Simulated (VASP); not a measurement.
# TaN (P-6m2) in VASP: a series of runs

TaN is run at these levels: LDA; tasks: single point.

Program: VASP 6.6.1. These are calculated values, not measurements. Logs are shortened: lines on timing, memory, paths and dates and some standing lists are left out, and cuts for length are marked.

## (1) The cell of the first run

Symmetry: P-6m2, No. 187, hexagonal system. The conventional cell has a = 2.938 Å, b = 2.938 Å, c = 2.883 Å, α = 90.00°, β = 90.00°, γ = 120.00°. Within 2.9 Å of Ta (site symmetry -6m2) lie 6 N at 2.23 Å and 2 Ta at 2.88 Å. N (site symmetry -6m2) has 6 Ta at 2.23 Å and 2 N at 2.88 Å within 2.9 Å.

## (2) Single point, LDA

The input, INCAR:

```
SYSTEM = TaN
  ALGO = Normal
  EDIFF = 1E-6
  ENCUT = 520
  ISIF = 2
  ISMEAR = 0
  LASPH = .True.
  LCHARG = .False.
  LREAL = .False.
  LWAVE = .False.
  NBANDS = 15
  NELM = 60
  PREC = Accurate
  SIGMA = 0.15
```

The input, KPOINTS:

```
k-points
0
Gamma
  5 5 5
  0 0 0
```

The input, POSCAR:

```
TaN
1.0
    2.9380000000      0.0000000000      0.0000000000
   -1.4690000000      2.5443826400      0.0000000000
    0.0000000000      0.0000000000      2.8830000000
Ta N
1 1
Direct
    0.3333333333      0.6666666667      0.5000000000
    0.0000000000      0.0000000000      0.0000000000
```

Potentials or basis: VASP PAW LDA potentials, release 64 (Ta_pv, N).

Started as:

```sh
$ cat potpaw_LDA.64/Ta_pv/POTCAR potpaw_LDA.64/N/POTCAR > POTCAR
$ mpirun -np 1 vasp_std > vasp.out
```

OUTCAR:

```text
SYSTEM = TaN
   EDIFF = 1E-6
   ENCUT = 520
   ISIF = 2
   ISMEAR = 0
   LASPH = .True.
   LREAL = .False.
   NELM = 60
   PREC = Accurate

 ion  position               nearest neighbor table
   1  0.333  0.667  0.500-   2 2.23   2 2.23   2 2.23   2 2.23   2 2.23   2 2.23
   2  0.000  0.000  0.000-   1 2.23   1 2.23   1 2.23   1 2.23   1 2.23   1 2.23

  LATTYP: Found a hexagonal cell.
 ALAT       =     2.9380000000
 C/A-ratio  =     0.9812797822

  Lattice vectors:

 A1 = (   2.9380000000,   0.0000000000,   0.0000000000)
 A2 = (  -1.4690000000,   2.5443826400,   0.0000000000)
 A3 = (   0.0000000000,   0.0000000000,   2.8830000000)

Analysis of symmetry for initial positions (statically):
=====================================================================
 Subroutine PRICEL returns:
 Original cell was already a primitive cell.

 Routine SETGRP: Setting up the symmetry group for a
 hexagonal supercell.

 Subroutine GETGRP returns: Found 12 space group operations
 (whereof 12 operations were pure point group operations)
 out of a pool of 24 trial point group operations.

The static configuration has the point symmetry D_3h.

Analysis of symmetry for dynamics (positions and initial velocities):
=====================================================================
 Subroutine PRICEL returns:
 Original cell was already a primitive cell.

 Routine SETGRP: Setting up the symmetry group for a
 hexagonal supercell.

 Subroutine GETGRP returns: Found 12 space group operations
 (whereof 12 operations were pure point group operations)
 out of a pool of 24 trial point group operations.

The dynamic configuration has the point symmetry D_3h.

 Subroutine INISYM returns: Found 12 space group operations
 (whereof 12 operations are pure point group operations),
 and found     1 'primitive' translations

----------------------------------------------------------------------------------------

                                     Primitive cell

  volume of cell :      21.5516

  direct lattice vectors                    reciprocal lattice vectors
     2.938000000  0.000000000  0.000000000     0.340367597  0.196511323  0.000000000
    -1.469000000  2.544382640  0.000000000     0.000000000  0.393022647  0.000000000
     0.000000000  0.000000000  2.883000000     0.000000000  0.000000000  0.346860909

  length of vectors
     2.938000000  2.938000003  2.883000000     0.393022647  0.393022647  0.346860909

  position of ions in fractional coordinates (direct lattice)
     0.333333333  0.666666667  0.500000000
     0.000000000  0.000000000  0.000000000

  ion indices of the primitive-cell ions
   primitive index   ion index
                 1           1
                 2           2

----------------------------------------------------------------------------------------

 KPOINTS: k-points

Automatic generation of k-mesh.
 Grid dimensions read from file:
 generate k-points for:    5    5    5

 Generating k-lattice:

  Cartesian coordinates                     Fractional coordinates (reciprocal lattice)
     0.068073519  0.039302265  0.000000000     0.200000000  0.000000000  0.000000000
     0.000000000  0.078604529  0.000000000     0.000000000  0.200000000  0.000000000
     0.000000000  0.000000000  0.069372182     0.000000000  0.000000000  0.200000000

  Length of vectors
     0.078604529  0.078604529  0.069372182

  Shift w.r.t. Gamma in fractional coordinates (k-lattice)
     0.000000000  0.000000000  0.000000000

 Subroutine IBZKPT returns following result:
 ===========================================

 Found     15 irreducible k-points:

 Following reciprocal coordinates:
            Coordinates               Weight
  0.000000  0.000000  0.000000      1.000000
  0.200000 -0.000000  0.000000      6.000000
  0.400000  0.000000  0.000000      6.000000
  0.200000  0.200000  0.000000      6.000000
  0.400000  0.200000  0.000000      6.000000
  0.000000  0.000000  0.200000      2.000000
  0.200000 -0.000000  0.200000     12.000000
  0.400000  0.000000  0.200000     12.000000
  0.200000  0.200000  0.200000     12.000000
  0.400000  0.200000  0.200000     12.000000
  0.000000  0.000000  0.400000      2.000000
  0.200000 -0.000000  0.400000     12.000000
  0.400000  0.000000  0.400000     12.000000
  0.200000  0.200000  0.400000     12.000000
  0.400000  0.200000  0.400000     12.000000
   k-points           NKPTS =     15   k-points in BZ     NKDIM =     15   number of bands    NBANDS=     15
   number of dos      NEDOS =    301   number of ions     NIONS =      2
   total plane-waves  NPLWV =  13824
   dimension x,y,z NGX =    24 NGY =   24 NGZ =   24
   dimension x,y,z NGXF=    48 NGYF=   48 NGZF=   48
   ions per type =               1   1
   NGX,Y,Z   is equivalent  to a cutoff of  13.58, 13.58, 13.84 a.u.
   NGXF,Y,Z  is equivalent  to a cutoff of  27.16, 27.16, 27.68 a.u.
 SYSTEM =  TaN
   PREC   = accura    normal or accurate (medium, high low for compatibility)
   ISTART =      0    job   : 0-new  1-cont  2-samecut
   ICHARG =      2    charge: 1-file 2-atom 10-const
   ISPIN  =      1    spin polarized calculation?
   LNONCOLLINEAR =      F non collinear calculations
   LSORBIT =      F    spin-orbit coupling
   LASPH  =      T    aspherical Exc in radial PAW
   ENCUT  =  520.0 eV  38.22 Ry    6.18 a.u.   5.46  5.46  5.36*2*pi/ulx,y,z
   NELM   =     60;   NELMIN=  2; NELMDL= -5     # of ELM steps
   EDIFF  = 0.1E-05   stopping-criterion for ELM
   LREAL  =      F    real-space projection
   EDIFFG = 0.1E-04   stopping-criterion for IOM
   NSW    =      0    number of steps for IOM
   IBRION =     -1    ionic relax: 0-MD 1-quasi-New 2-CG
   NFREE  =      0    steps in history (QN), initial steepest desc. (CG)
   ISIF   =      2    stress and relaxation
   ISYM   =      2    0-nonsym 1-usesym 2-fastsym
   POTIM  = 0.5000    time-step for ionic-motion
   TEBEG  =    0.0;   TEEND  =   0.0 temperature during run
   PSTRESS=    0.0 pullay stress
   NELECT =      16.0000    total number of electrons
   NUPDOWN=      -1.0000    fix difference up-down
   EMIN   =  10.00;   EMAX   =-10.00  energy-range for DOS
   EFERMI =   0.00;   METHOD = LEGACY
   ISMEAR =     0;   SIGMA  =   0.15  broadening in eV -4-tet -1-fermi 0-gaus
   EFERMI_NEDOS =   21; number of points for ismear=-14 and -15
   IALGO  =     38    algorithm
   IMIX   =      4    mixing-type and parameters
     AMIX     =   0.40;   BMIX     =  1.00
     AMIX_MAG =   1.60;   BMIX_MAG =  1.00
  volume/ion in A,a.u.               =      10.78        72.72
  Fermi-wavevector in a.u.,A,eV,Ry     =   1.482365  2.801264 29.897531  2.197407
  Thomas-Fermi vector in A             =   2.596160
   LORBIT       =      0    0 simple, 1 ext, 2 COOP (PROOUT), +10 PAW based schemes
   GGA     = CA    functional components
   LHFCALC =     F    Hartree Fock is set to
   AEXX    =    0.0000 exact exchange contribution
   IVDW    =     0    specifies the selected vdW correction
   LEPSILON=     F    determine dielectric tensor
   LRPA    =     F    only Hartree local field effects (RPA)
 non-spin polarized calculation
 Gauss-broadening in eV      SIGMA  =   0.15
  energy-cutoff  :      520.00
  volume of cell :       21.55
 maximum number of plane-waves:       599
 NGX is ok and might be reduce to    24
   NGX = 11   NGY = 11   NGZ = 11

 number of electron      16.0000001 magnetization

 Free energy of the ion-electron system (eV)
  ---------------------------------------------------
  ext. energy  EPLUGINS =         0.00000000
  ---------------------------------------------------
  free energy    TOTEN  =       -24.71408521 eV

  energy without entropy =      -24.71137693  energy(sigma->0) =      -24.71273107

 E-fermi :   8.0695     XC(G=0): -13.5826

 val. band max:        8.0695178403   @ k =   0.0000   0.0000   0.4000
 cond. band min:       9.2903463915   @ k =   0.2000  -0.0000   0.4000
 fundamental gap:      1.2208285512
 Fermi energy:         8.0695191781

 k-point     1 :       0.0000    0.0000    0.0000
  band No.  band energies     occupation
      1     -26.5186      2.00000
      2     -26.2627      2.00000
      3     -26.2627      2.00000
      4      -9.4261      2.00000
      5       3.5637      2.00000
      6       3.5637      2.00000
      7       3.9130      2.00000
      8       5.2362      2.00000
      9      10.4746      0.00000
     10      11.6856      0.00000
     11      11.6856      0.00000
     12      12.0392      0.00000
     13      12.0392      0.00000
     14      20.4889      0.00000
     15      21.2917      0.00000

 k-point     2 :       0.2000   -0.0000    0.0000
  band No.  band energies     occupation
      1     -26.6471      2.00000
      2     -26.4683      2.00000
      3     -26.3463      2.00000
      4      -8.6609      2.00000
      5       1.8708      2.00000
      6       4.1194      2.00000
      7       4.2706      2.00000
      8       4.7773      2.00000
      9      10.4608      0.00000
     10      11.6716      0.00000
     11      11.8999      0.00000
     12      12.7371      0.00000
     13      12.8348      0.00000
     14      20.4949      0.00000
     15      21.2200      0.00000

 k-point     3 :       0.4000    0.0000    0.0000
  band No.  band energies     occupation
      1     -27.2212      2.00000
      2     -26.4786      2.00000
      3     -26.3857      2.00000
      4      -7.3281      2.00000
      5       0.1246      2.00000
      6       3.0970      2.00000
      7       4.8312      2.00000
      8       4.8773      2.00000
      9      11.1362      0.00000
     10      11.4264      0.00000
     11      13.0241      0.00000
     12      13.2872      0.00000
     13      15.0674      0.00000
     14      20.4692      0.00000
     15      20.8563      0.00000
[... 181 lines left out ...]
 k-point    14 :       0.2000    0.2000    0.4000
  band No.  band energies     occupation
      1     -27.1717      2.00000
      2     -26.8851      2.00000
      3     -26.4601      2.00000
      4      -7.2442      2.00000
      5       1.0262      2.00000
      6       1.5282      2.00000
      7       3.6747      2.00000
      8       6.6060      2.00000
      9      11.3719      0.00000
     10      11.9660      0.00000
     11      12.9641      0.00000
     12      14.5354      0.00000
     13      18.1048      0.00000
     14      20.5041      0.00000
     15      21.2846      0.00000

 k-point    15 :       0.4000    0.2000    0.4000
  band No.  band energies     occupation
      1     -27.0975      2.00000
      2     -27.0464      2.00000
      3     -26.6270      2.00000
      4      -7.3022      2.00000
      5       0.3997      2.00000
      6       1.5040      2.00000
      7       3.7128      2.00000
      8       7.5768      2.00000
      9      12.3731      0.00000
     10      12.9746      0.00000
     11      14.1366      0.00000
     12      15.1116      0.00000
     13      17.8303      0.00000
     14      19.8540      0.00000
     15      20.5139      0.00000

------------------------ aborting loop because EDIFF is reached ----------------------------------------

  FORCE on cell =-STRESS in cart. coord.  units (eV):
  Direction    XX          YY          ZZ          XY          YZ          ZX
  --------------------------------------------------------------------------------------
  -------------------------------------------------------------------------------------
  Total       -1.2389290     -1.2389290     -1.5198832      0.0000000      0.0000000      0.0000000
  in kB      -92.1039225    -92.1039227   -112.9905003      0.0000000      0.0000000      0.0000000
  external PRESSURE =     -99.0661152 kB  Pullay stress =       0.0000000 kB

 VOLUME and BASIS-vectors are now :
 -----------------------------------------------------------------------------
  energy-cutoff  :      520.00
  volume of cell :       21.55
      direct lattice vectors                 reciprocal lattice vectors
     2.938000000  0.000000000  0.000000000     0.340367597  0.196511323  0.000000000
    -1.469000000  2.544382640  0.000000000     0.000000000  0.393022647  0.000000000
     0.000000000  0.000000000  2.883000000     0.000000000  0.000000000  0.346860909

 POSITION                                       TOTAL-FORCE (eV/Angst)
 -----------------------------------------------------------------------------------
     -0.00000      1.69626      1.44150        -0.000000     -0.000000      0.000000
      0.00000      0.00000      0.00000         0.000000      0.000000      0.000000
 -----------------------------------------------------------------------------------
    total drift:                                0.000000      0.000000     -0.000000

  FREE ENERGIE OF THE ION-ELECTRON SYSTEM (eV)
  ---------------------------------------------------
  free  energy   TOTEN  =       -24.7140852107 eV

  energy  without entropy=      -24.7113769336  energy(sigma->0) =      -24.71273107
```

Run time: 5.1 s. Hardware: 1 thread of Intel Xeon Platinum 8259CL at 2.50GHz (Skylake/Cascade Lake), shared host; peak memory 0.13 GiB.

Results:

```yaml
Free_energy: -24.7141 eV
Pressure: -9.9 GPa
Band_gap_on_the_k_mesh: zero (filled and empty bands touch)
```

Stress tensor (GPa, compression positive):
```
 -9.21   0.00   0.00
  0.00  -9.21   0.00
  0.00   0.00 -11.30
```

Levels at points of the mesh, in eV from the Fermi level:
```
           k point  band 5  band 6  band 7  band 8  band 9  band 10  band 11  band 12
(0.00, 0.00, 0.00)   -4.51   -4.51   -4.16   -2.83    2.41     3.62     3.62     3.97
```

Caveat: the k points lie up to 0.49 Å⁻¹ apart; spin-orbit coupling is left out, which moves the levels of the heavy elements.

(Part 1 of 2 ends here.)
